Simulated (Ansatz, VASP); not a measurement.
**Cu in VASP and in Ansatz**

```
Cu
1.0
    -1.42115    1.42115    1.35544
     1.42115   -1.42115    1.35544
     1.42115    1.42115   -1.35544
Cu
1
Cartesian
  0.0000 0.0000 0.0000
```

Change from the starting cell: strain -0.015 along x and y, -0.015 along z, atoms carried along.

Alike in both runs: task single point; functional PBEsol; k mesh 24 × 24 × 24; occupations gaussian, width 0.15 eV; no spin polarisation.

|  | VASP | Ansatz |
| --- | --- | --- |
| version | VASP 6.6.1 | Ansatz 0.2.0 |
| potentials or method | VASP PAW PBE potentials, release 64 (Cu_sv_GW), cutoff 700 eV | scalar-relativistic, plane waves, PAW |
| valence electrons in the cell | 19 | 19 |

```csv
,VASP,Ansatz,Ansatz less VASP
gap on the k mesh at the Fermi level (eV),none,none,-
pressure (GPa),2.4,6.6,+4.27
```

VASP's potentials were made for PBE, not for PBEsol. A gap of «none» marks a metal or a gap that the smearing closes. One of these differences is far larger than is usual between the two programs; its cause wasn't traced.
